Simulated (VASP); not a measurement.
Here is a VASP 6.6.1 calculation.

Contents of INCAR:

```
ALGO = Normal ; EDIFF = 1E-7
ENCUT = 520 ; GGA = PS
ISIF = 2 ; ISMEAR = -1
LASPH = True ; LCHARG = False
LREAL = False ; LWAVE = False
NBANDS = 14 ; NELM = 80
PREC = Accurate ; SIGMA = 0.13605693000000002
```

File KPOINTS:

```
k-points
0
Gamma
  12 12 12
```

POSCAR

```
Bi
1.0
    0.0000000000      2.4717622527      2.4717622527
    2.4717622527      0.0000000000      2.4717622527
    2.4717622527      2.4717622527      0.0000000000
Bi
1
Direct
    0.0000000000      0.0000000000      0.0000000000
```

Potentials or basis: VASP PAW PBE potentials, release 64 (Bi_d).

Launch:

```sh
$ cat potpaw_PBE.64/Bi_d/POTCAR > POTCAR
$ mpirun -np 1 vasp_std > vasp.out
```

Task: What does it give for the pressure?

Result: -0.1 GPa.

Caveat: the PAW data sets were made with another functional, which shifts forces and pressure a little.
